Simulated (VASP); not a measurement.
Runs of VASP 6.6.1 on Pt. The structure is that of space group I4/mmm (No. 139), or close to it. The cells are those of the table. 

| cell | gap on the mesh (eV) | pressure (GPa) |
| --- | --- | --- |
| a = 2.647, b = 2.647, c = 2.748 Å, angles 58.7, 58.7, 62.5°, 1 atom | none | (a) |
| a = 2.788, b = 2.788, c = 3.337 Å, angles 53.2, 53.2, 73.5°, 1 atom | none | -23.1 |
| a = 2.758, b = 2.758, c = 2.862 Å, angles 58.7, 58.7, 62.5°, 1 atom | none | -9.6 |
| a = 2.611, b = 2.611, c = 3.125 Å, angles 53.2, 53.2, 73.5°, 1 atom | none | (b) |
| a = 2.719, b = 2.719, c = 3.255 Å, angles 53.2, 53.2, 73.5°, 1 atom | none | -7.7 |

Alike in all rows: task single point; level LDA; potentials or basis VASP PAW LDA potentials, release 64 (Pt); no spin polarisation; k mesh 22 × 22 × 22; cutoff (eV) 520; smearing gaussian 0.15 eV.

Estimate the missing entries.

(a) 33.9; (b) 36.2.

Caveats: spin-orbit coupling is left out, which moves the levels of the heavy elements.

A k mesh can miss the band edges, and the runs leave out spin-orbit coupling on Pt.

A gap of «none» marks levels without a gap at the run's occupations.
